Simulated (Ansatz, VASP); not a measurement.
Pt: VASP beside Ansatz

Contents of POSCAR:

```
Pt
1.0
    0.0000000000      1.9705765473      1.9705765473
    1.9705765473      0.0000000000      1.9705765473
    1.9705765473      1.9705765473      0.0000000000
Pt
1
Direct
    0.0000000000      0.0000000000      0.0000000000
```

INCAR.step1

```
PREC = Accurate
ENCUT = 520
ISMEAR = -1
SIGMA = 0.3
LREAL = False
LASPH = True
NELM = 60
NBANDS = 11
GGA = PE
ALGO = Normal
EDIFF = 1E-4
LWAVE = True
LCHARG = False
```

File INCAR.step2:

```
PREC = Accurate
ENCUT = 520
EDIFF = 1E-7
ISMEAR = -1
SIGMA = 0.3
LREAL = False
LASPH = True
NELM = 60
ALGO = Normal
ISIF = 2
LWAVE = False
LCHARG = True
METAGGA = R2SCAN
LMIXTAU = True
LELF = True
LVHAR = True
NBANDS = 11
ISTART = 1
```

File KPOINTS:

```
Automatic mesh
0
Gamma
  14 14 14
```

Input for Ansatz:

```yaml
crystal:
  lattice:
    - [0.0, 1.9705765473, 1.9705765473]
    - [1.9705765473, 0.0, 1.9705765473]
    - [1.9705765473, 1.9705765473, 0.0]
  atoms:
    - { symbol: Pt, position: [0.0, 0.0, 0.0] }
hamiltonian:
  xc: r2scan
  pseudopotentials:
    kind: paw
    azcp:
      Pt: "pseudopotentials/Pt.paw.azcp"
basis:
  ecutwfc: 500
  fft_grid_basis: typed
kpoints:
  mp_grid: { grid: [14, 14, 14], shift: [0, 0, 0] }
magnetization:
  spin_polarized: false
scf:
  occupations: { method: fermi_dirac, width: 0.3 }
  lower_state_search: "off"
output:
  stress: true
  write_density: true
  write_potential: true
  elf: true
  volumetric_format: npy
```

Alike in both runs: task single point; functional r2SCAN; k mesh 14 × 14 × 14; occupations fermi-dirac, width 0.3 eV; no spin polarisation.

```csv
,VASP,Ansatz
version,VASP 6.6.1,Ansatz 0.2.0
potentials or method,"VASP PAW PBE potentials, release 64 (Pt), cutoff 520 eV","plane waves (500 eV) with PAW, scalar-relativistic"
valence electrons in the cell,10,18
```

Ansatz gave:

```
pressure (GPa) : 1.9
```

Question: Estimate VASP's values.

Answer: Pressure (GPa): 2.6.

VASP's potentials were made for PBE, not for r2SCAN. VASP's potentials hold 10 valence electrons a cell and Ansatz's 18, so a difference there can come from the potentials and not from the codes.

Spin-orbit coupling is off throughout.
